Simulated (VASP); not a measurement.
Na: single point with PBE

Na:

```
Na
1.0
     5.07413    0.00000    0.00000
    -2.53706    4.39432    0.00000
     0.00000    0.00000    3.01146
Na
3
Direct
  0.00000 0.00000 0.00000
  0.33333 0.66667 0.50000
  0.66667 0.33333 0.50000
```

This isn't the form of Na at room conditions, which is bcc.

| Quantity | Value |
| --- | --- |
| Program | VASP 6.6.1 |
| Task | single point |
| Functional | PBE |
| Potentials or basis | VASP PAW PBE potentials, release 64 (Na_pv) |
| Cutoff | 520 eV |
| k mesh | 6 × 6 × 8 |
| Occupations | fermi-dirac, width 0.08 eV |
| Spin | no spin polarisation |
| Dipole correction | no |
| k mesh for the DOS | 9 × 9 × 12 |
| Occupations for the DOS | tetrahedron |
| Further INCAR settings | ALGO = Normal; EDIFF = 1e-07; NBANDS = 18 |

The valence electrons inside the program's atomic spheres are Na 6.13.

Levels at points of the mesh, in eV from the Fermi level:
```csv
k point,band 7,band 8,band 9,band 10,band 11,band 12,band 13,band 14
"(0.00, 0.00, 0.00)",-24.77,-24.77,-24.73,-4.57,2.41,2.41,2.41,2.41
"(0.00, 0.00, 0.50)",-24.89,-24.77,-24.77,-0.54,-0.31,5.42,5.42,5.52
```

Run time: 32 s on 1 thread of Intel(R) Xeon(R) 6975P-C (Granite Rapids), with other jobs on the host, peak memory 0.21 GiB.
